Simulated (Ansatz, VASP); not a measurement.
ZnIn2Cl4 in VASP and in Ansatz

```
CELL_PARAMETERS angstrom
-2.53217 2.53217 7.75821
2.53217 -2.53217 7.75821
2.53217 2.53217 -7.75821
ATOMIC_POSITIONS crystal
Zn 0.00000 0.00000 0.00000
In 0.36176 0.36176 0.00000
In 0.63824 0.63824 0.00000
Cl 0.84646 0.84646 0.00000
Cl 0.00000 0.50000 0.50000
Cl 0.50000 0.00000 0.50000
Cl 0.15354 0.15354 0.00000
```

Alike in both runs: functional PBE; k mesh 6 × 6 × 6; occupations gaussian, width 0.1 eV; no spin polarisation.

Ansatz relaxed the structure, and its values are those at the end. VASP's run is a single point on that final structure, the one shown.

|  | VASP | Ansatz |
| --- | --- | --- |
| version | VASP 6.6.1 | Ansatz 0.2.0 |
| potentials or method | VASP PAW PBE potentials, release 64 (Zn, In_d, Cl), cutoff 520 eV | scalar-relativistic, plane waves, PAW |
| valence electrons in the cell | 66 | 66 |

```tsv
	VASP	Ansatz	Ansatz less VASP
gap on the k mesh at the Fermi level (eV)	2.12	2.11	-0.005
least direct gap on the mesh (eV)	2.59	2.59	-0.005
pressure (GPa)	0.1	0.1	+0.02
rms of the force components (eV/Å)	0.010	0.007	-0.0036
```

With one functional, cell and mesh, what is left measures potentials, basis and numerics.
